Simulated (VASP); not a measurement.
WSe2, 3 atoms in the cell. The cell holds a slab with vacuum, 3 atoms: a = 3.238 Å, b = 3.238 Å, c = 17.328 Å, α = 90.00°, β = 90.00°, γ = 120.00°.  This cell differs from its parent crystal: uniaxial strain along c: +4.0 %.

* Program: VASP 6.6.1
* Task: single point
* Functional: PBEsol
* Potentials or basis: VASP PAW PBE potentials, release 64 (W_sv, Se)
* Cutoff: 520 eV
* k mesh: 12 × 12 × 2
* Occupations: gaussian, width 0.02 eV
* Spin: no spin polarisation
* Dipole correction: no
* Further INCAR settings: ALGO = Normal; EDIFF = 1e-06; NBANDS = 20

Potentials or basis: VASP PAW PBE potentials, release 64 (W_sv, Se).

The run is started by

```bash
$ cat potpaw_PBE.64/W_sv/POTCAR potpaw_PBE.64/Se/POTCAR > POTCAR
$ mpirun -np 1 vasp_std > vasp.out
```

Hardware: 1 thread of Intel(R) Xeon(R) Platinum 8259CL CPU @ 2.50GHz (Skylake/Cascade Lake), on a shared host.

Task: Estimate the wall time of this run.

Result: Wall time 110 s on 1 thread of Intel(R) Xeon(R) Platinum 8259CL CPU @ 2.50GHz (Skylake/Cascade Lake), on a shared host, peak memory 0.33 GiB. Counts: scf iterations 21, k points 38.
